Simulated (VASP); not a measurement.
# Ir (P6_3/mmc) in VASP: further runs

The runs below take Ir through single point, with LDA.

Program: VASP 6.6.1. These are calculated values, not measurements. Logs are shortened: lines on timing, memory, paths and dates and some standing lists are left out, and cuts for length are marked.

**1. The cell of the first run**

The structure is hexagonal, space group P6_3/mmc (No. 194). The conventional cell has a = 2.650 Å, b = 2.650 Å, c = 4.297 Å, α = 90.00°, β = 90.00°, γ = 120.00°. Within 3.5 Å of Ir (site symmetry -6m2) lie 12 Ir at 2.64 to 2.65 Å.

This isn't the form of Ir at room conditions, which is fcc.

**2. Single point, LDA, collinear spin (13.07 Å³/atom)**

INCAR

```
PREC = Accurate
ENCUT = 520
EDIFF = 1E-6
ISMEAR = 0
SIGMA = 0.15
LREAL = F
LASPH = T
NELM = 150
ALGO = Normal
ISIF = 2
LWAVE = F
LCHARG = F
ISPIN = 2
MAGMOM = 0.1 0.1
LORBIT = 11
NUPDOWN = 0.2
LMAXMIX = 4
GGA = CA
NBANDS = 20
```

KPOINTS

```
Automatic mesh
0
Gamma
  21 21 12
```

POSCAR

```
Ir
1.0
    2.6500373936      0.0000000000      0.0000000000
   -1.3250186968      2.2949997038      0.0000000000
    0.0000000000      0.0000000000      4.2967294997
Ir
2
Direct
    0.6666666667      0.3333333333      0.7500000000
    0.3333333333      0.6666666667      0.2500000000
```

Potentials or basis: VASP PAW LDA potentials, release 64 (Ir).

Launch:

```
$ cat potpaw_LDA.64/Ir/POTCAR > POTCAR
$ mpirun -np 1 vasp_std > vasp.out
```

OUTCAR:

```text
PREC = Accurate
   ENCUT = 520
   EDIFF = 1E-6
   ISMEAR = 0
   LREAL = F
   LASPH = T
   NELM = 150
   ISIF = 2
   ISPIN = 2
   LORBIT = 11
   NUPDOWN = 0.2
   GGA = CA

 ion  position               nearest neighbor table
   1  0.667  0.333  0.750-   2 2.64   2 2.64   2 2.64   2 2.64   2 2.64   2 2.64
   2  0.333  0.667  0.250-   1 2.64   1 2.64   1 2.64   1 2.64   1 2.64   1 2.64

  LATTYP: Found a hexagonal cell.
 ALAT       =     2.6500373936
 C/A-ratio  =     1.6213844794

  Lattice vectors:

 A1 = (   2.6500373936,   0.0000000000,   0.0000000000)
 A2 = (  -1.3250186968,   2.2949997038,   0.0000000000)
 A3 = (   0.0000000000,   0.0000000000,   4.2967294997)

Analysis of symmetry for initial positions (statically):
=====================================================================
 Subroutine PRICEL returns:
 Original cell was already a primitive cell.

 Routine SETGRP: Setting up the symmetry group for a
 hexagonal supercell.

 Subroutine GETGRP returns: Found 24 space group operations
 (whereof 12 operations were pure point group operations)
 out of a pool of 24 trial point group operations.

The static configuration has the point symmetry D_3d.
 The point group associated with its full space group is D_6h.

Analysis of symmetry for dynamics (positions and initial velocities):
=====================================================================
 Subroutine PRICEL returns:
 Original cell was already a primitive cell.

 Routine SETGRP: Setting up the symmetry group for a
 hexagonal supercell.

 Subroutine GETGRP returns: Found 24 space group operations
 (whereof 12 operations were pure point group operations)
 out of a pool of 24 trial point group operations.

The dynamic configuration has the point symmetry D_3d.
 The point group associated with its full space group is D_6h.

Analysis of structural, dynamic, and magnetic symmetry:
=====================================================================
 Subroutine PRICEL returns:
 Original cell was already a primitive cell.

 Routine SETGRP: Setting up the symmetry group for a
 hexagonal supercell.

 Subroutine GETGRP returns: Found 24 space group operations
 (whereof 12 operations were pure point group operations)
 out of a pool of 24 trial point group operations.

The overall configuration has the point symmetry D_3d.
 The point group associated with its full space group is D_6h.

 Subroutine INISYM returns: Found 24 space group operations
 (whereof 12 operations are pure point group operations),
 and found     1 'primitive' translations

----------------------------------------------------------------------------------------

                                     Primitive cell

  volume of cell :      26.1320

  direct lattice vectors                    reciprocal lattice vectors
     2.650037394  0.000000000  0.000000000     0.377353166  0.217864952  0.000000000
    -1.325018697  2.294999704  0.000000000     0.000000000  0.435729904  0.000000000
     0.000000000  0.000000000  4.296729500     0.000000000  0.000000000  0.232735154

  length of vectors
     2.650037394  2.650037394  4.296729500     0.435729904  0.435729904  0.232735154

  position of ions in fractional coordinates (direct lattice)
     0.666666667  0.333333333  0.750000000
     0.333333333  0.666666667  0.250000000

  ion indices of the primitive-cell ions
   primitive index   ion index
                 1           1
                 2           2

----------------------------------------------------------------------------------------

 KPOINTS: Automatic mesh

Automatic generation of k-mesh.
 Grid dimensions read from file:
 generate k-points for:   21   21   12

 Generating k-lattice:

  Cartesian coordinates                     Fractional coordinates (reciprocal lattice)
     0.017969198  0.010374522  0.000000000     0.047619048  0.000000000  0.000000000
     0.000000000  0.020749043  0.000000000     0.000000000  0.047619048  0.000000000
     0.000000000  0.000000000  0.019394596     0.000000000  0.000000000  0.083333333

  Length of vectors
     0.020749043  0.020749043  0.019394596

  Shift w.r.t. Gamma in fractional coordinates (k-lattice)
     0.000000000  0.000000000  0.000000000

 Subroutine IBZKPT returns following result:
 ===========================================

 Found    336 irreducible k-points:

 Following reciprocal coordinates:
            Coordinates               Weight
  0.000000  0.000000  0.000000      1.000000
  0.047619  0.000000  0.000000      6.000000
  0.095238  0.000000  0.000000      6.000000
  0.142857  0.000000  0.000000      6.000000
  0.190476  0.000000  0.000000      6.000000
  0.238095 -0.000000  0.000000      6.000000
[... 16 lines left out ...]
  0.142857  0.095238  0.000000     12.000000
  0.190476  0.095238  0.000000     12.000000
 [... further k-points ...]
   k-points           NKPTS =    336   k-points in BZ     NKDIM =    336   number of bands    NBANDS=     20
   number of dos      NEDOS =    301   number of ions     NIONS =      2
   total plane-waves  NPLWV =  12800
   dimension x,y,z NGX =    20 NGY =   20 NGZ =   32
   dimension x,y,z NGXF=    40 NGYF=   40 NGZF=   64
   ions per type =               2
   NGX,Y,Z   is equivalent  to a cutoff of  12.55, 12.55, 12.38 a.u.
   NGXF,Y,Z  is equivalent  to a cutoff of  25.09, 25.09, 24.76 a.u.
 SYSTEM =  unknown system
   PREC   = accura    normal or accurate (medium, high low for compatibility)
   ISTART =      0    job   : 0-new  1-cont  2-samecut
   ICHARG =      2    charge: 1-file 2-atom 10-const
   ISPIN  =      2    spin polarized calculation?
   LNONCOLLINEAR =      F non collinear calculations
   LSORBIT =      F    spin-orbit coupling
   LASPH  =      T    aspherical Exc in radial PAW
   ENCUT  =  520.0 eV  38.22 Ry    6.18 a.u.   4.93  4.93  7.99*2*pi/ulx,y,z
   NELM   =    150;   NELMIN=  2; NELMDL= -5     # of ELM steps
   EDIFF  = 0.1E-05   stopping-criterion for ELM
   LREAL  =      F    real-space projection
   EDIFFG = 0.1E-04   stopping-criterion for IOM
   NSW    =      0    number of steps for IOM
   IBRION =     -1    ionic relax: 0-MD 1-quasi-New 2-CG
   NFREE  =      0    steps in history (QN), initial steepest desc. (CG)
   ISIF   =      2    stress and relaxation
   ISYM   =      2    0-nonsym 1-usesym 2-fastsym
   POTIM  = 0.5000    time-step for ionic-motion
   TEBEG  =    0.0;   TEEND  =   0.0 temperature during run
   PSTRESS=    0.0 pullay stress
   NELECT =      18.0000    total number of electrons
   NUPDOWN=       0.2000    fix difference up-down
   EMIN   =  10.00;   EMAX   =-10.00  energy-range for DOS
   EFERMI =   0.00;   METHOD = LEGACY
   ISMEAR =     0;   SIGMA  =   0.15  broadening in eV -4-tet -1-fermi 0-gaus
   EFERMI_NEDOS =   21; number of points for ismear=-14 and -15
   IALGO  =     38    algorithm
   IMIX   =      4    mixing-type and parameters
     AMIX     =   0.40;   BMIX     =  1.00
     AMIX_MAG =   1.60;   BMIX_MAG =  1.00
  volume/ion in A,a.u.               =      13.07        88.17
  Fermi-wavevector in a.u.,A,eV,Ry     =   1.445800  2.732165 28.440757  2.090337
  Thomas-Fermi vector in A             =   2.563941
   LORBIT       =     11    0 simple, 1 ext, 2 COOP (PROOUT), +10 PAW based schemes
   GGA     = CA    functional components
   LHFCALC =     F    Hartree Fock is set to
   AEXX    =    0.0000 exact exchange contribution
   IVDW    =     0    specifies the selected vdW correction
   LEPSILON=     F    determine dielectric tensor
   LRPA    =     F    only Hartree local field effects (RPA)
 spin polarized calculation
 Gauss-broadening in eV      SIGMA  =   0.15
  energy-cutoff  :      520.00
  volume of cell :       26.13
 maximum number of plane-waves:       732
 NGX is ok and might be reduce to    20
   NGX =  9   NGY =  9   NGZ = 15

 number of electron      17.9999999 magnetization       0.2000000

 Free energy of the ion-electron system (eV)
  ---------------------------------------------------
  ext. energy  EPLUGINS =         0.00000000
  ---------------------------------------------------
  free energy    TOTEN  =       -20.32506821 eV

  energy without entropy =      -20.30273266  energy(sigma->0) =      -20.31390044

 E-fermi :  11.8465     XC(G=0): -14.6010

 val. band max:       11.9950430924   @ k =   0.0952   0.0476   0.3333
 cond. band min:      11.8469644991   @ k =   0.3810   0.1905   0.0833
 fundamental gap:     -0.1480785933
 Fermi energy:        11.9959612454

 spin component 1

 k-point     1 :       0.0000    0.0000    0.0000
  band No.  band energies     occupation
      1      -0.2246      1.00000
      2       2.7708      1.00000
      3       7.3817      1.00000
      4       7.4873      1.00000
      5       7.4873      1.00000
      6       8.2464      1.00000
[... 12 lines left out ...]
     19      35.0107      0.00000
     20      35.0107      0.00000
[... 507 lines left out ...]
 k-point    24 :       0.1905    0.0952    0.0000
  band No.  band energies     occupation
      1       2.1200      1.00000
      2       4.3668      1.00000
      3       5.8973      1.00000
      4       6.0730      1.00000
      5       7.4055      1.00000
      6       7.6348      1.00000
[... 12 lines left out ...]
     19      33.5445      0.00000
     20      36.1392      0.00000

 [... further k-points ...]

 spin component 2

 k-point     1 :       0.0000    0.0000    0.0000
  band No.  band energies     occupation
      1      -0.1964      1.00000
      2       2.8131      1.00000
      3       7.4379      1.00000
      4       7.5410      1.00000
      5       7.5410      1.00000
      6       8.3016      1.00000
[... 12 lines left out ...]
     19      35.0419      0.00000
     20      35.0419      0.00000
[... 507 lines left out ...]
 k-point    24 :       0.1905    0.0952    0.0000
  band No.  band energies     occupation
      1       2.1495      1.00000
      2       4.4123      1.00000
      3       5.9453      1.00000
      4       6.1187      1.00000
      5       7.4568      1.00000
      6       7.6888      1.00000
[... 12 lines left out ...]
     19      33.5763      0.00000
     20      36.1756      0.00000

 [... further k-points ...]

------------------------ aborting loop because EDIFF is reached ----------------------------------------

  FORCE on cell =-STRESS in cart. coord.  units (eV):
  Direction    XX          YY          ZZ          XY          YZ          ZX
  --------------------------------------------------------------------------------------
  -------------------------------------------------------------------------------------
  Total        5.2569449      5.2569449      5.4449134     -0.0000000     -0.0000000      0.0000000
  in kB      322.3082027    322.3082027    333.8327269     -0.0000000     -0.0000000      0.0000000
  external PRESSURE =     326.1497107 kB  Pullay stress =       0.0000000 kB

 VOLUME and BASIS-vectors are now :
 -----------------------------------------------------------------------------
  energy-cutoff  :      520.00
  volume of cell :       26.13
      direct lattice vectors                 reciprocal lattice vectors
     2.650037394  0.000000000  0.000000000     0.377353166  0.217864952  0.000000000
    -1.325018697  2.294999704  0.000000000     0.000000000  0.435729904  0.000000000
     0.000000000  0.000000000  4.296729500     0.000000000  0.000000000  0.232735154

 POSITION                                       TOTAL-FORCE (eV/Angst)
 -----------------------------------------------------------------------------------
      1.32502      0.76500      3.22255         0.000000      0.000000      0.000000
     -0.00000      1.53000      1.07418        -0.000000      0.000000      0.000000
 -----------------------------------------------------------------------------------
    total drift:                               -0.000000      0.000000     -0.000000

  FREE ENERGIE OF THE ION-ELECTRON SYSTEM (eV)
  ---------------------------------------------------
  free  energy   TOTEN  =       -20.3250682131 eV

  energy  without entropy=      -20.3027326622  energy(sigma->0) =      -20.31390044

 total charge

# of ion       s       p       d       tot
------------------------------------------
    1        0.722   0.854   7.142   8.718
    2        0.722   0.854   7.142   8.718
--------------------------------------------------
tot          1.443   1.709  14.284  17.436

 magnetization (x)

# of ion       s       p       d       tot
------------------------------------------
    1        0.001   0.002   0.094   0.097
    2        0.001   0.002   0.094   0.097
--------------------------------------------------
tot          0.002   0.004   0.188   0.194
```

Run time: 1.9 min. Hardware: 1 thread of Intel Xeon 6975P-C (Granite Rapids), shared host; peak memory 0.33 GiB.

Results:

| Quantity | Value |
| --- | --- |
| Free energy | -20.3251 eV |
| Pressure | 32.6 GPa |
| Net moment | 0.20 μB per cell |
| Site moments | Ir +0.10 μB |
| Valence electrons inside the program's atomic spheres | Ir 8.72 |

Stress tensor (GPa, compression positive):
```
32.23  0.00  0.00
 0.00 32.23  0.00
 0.00  0.00 33.38
```

Caveat: the cell stands under pressure; spin-orbit coupling is left out, which moves the levels of the heavy elements; the total moment is fixed, so each spin has its own Fermi level and the state may be an excited one.

**3. Single point, LDA, collinear spin (13.07 Å³/atom)**

INCAR

```
  ALGO = Normal
  EDIFF = 1E-6
  ENCUT = 520
  ISIF = 2
  ISMEAR = 0
  ISPIN = 2
  LASPH = True
  LCHARG = True
  LELF = True
  LMAXMIX = 4
  LORBIT = 11
  LREAL = False
  LVHAR = True
  LWAVE = False
  MAGMOM = 0.7 0.7
  NBANDS = 20
  NELM = 150
  NUPDOWN = 1.4
  PREC = Accurate
  SIGMA = 0.15
```

KPOINTS

```
k-points
0
Gamma
  21 21 12
```

POSCAR is that of step 2.

Potentials or basis: VASP PAW LDA potentials, release 64 (Ir).

Launch:

```
$ cat potpaw_LDA.64/Ir/POTCAR > POTCAR
$ mpirun -np 1 vasp_std > vasp.out
```

Wall time 1.7 min (1 thread of Intel Xeon 6975P-C (Granite Rapids), shared host); peak memory 0.33 GiB.

Results (log left out):

* Free energy: -19.9876 eV
* Pressure: 37.7 GPa
* Net moment: 1.40 μB per cell
* Site moments: Ir +0.68 μB
* Valence electrons inside the program's atomic spheres: Ir 8.72

Caveat: the cell stands under pressure; spin-orbit coupling is left out, which moves the levels of the heavy elements; the total moment is fixed, so each spin has its own Fermi level and the state may be an excited one.
